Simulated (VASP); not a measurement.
Crystal: Si.

```
Si
1.0
     0.00000    2.72212    2.72212
     2.72212    0.00000    2.72212
     2.72212    2.72212    0.00000
Si
2
Direct
  0.75000 0.75000 0.75000
  0.50000 0.50000 0.50000
```

Base run:

```yaml
Program: VASP 6.6.1
Functional: r2SCAN
Potentials_or_basis: VASP PAW PBE potentials, release 64 (Si)
Cutoff: 520 eV
k_mesh: 6 × 6 × 6
Occupations: gaussian, width 0.01 eV
Spin: no spin polarisation
```

Its results: band gap on the k mesh 0.93 eV (least direct gap 2.75 eV); electronic dielectric tensor (diagonal) 11.22.

Problem. The run is repeated on the same cell with these changes: functional from r2SCAN to PBE. What comes out?

Solution. Band gap on the k mesh 0.72 eV (least direct gap 2.56 eV); electronic dielectric tensor (diagonal) 16.30.

A k mesh can miss the band edges.
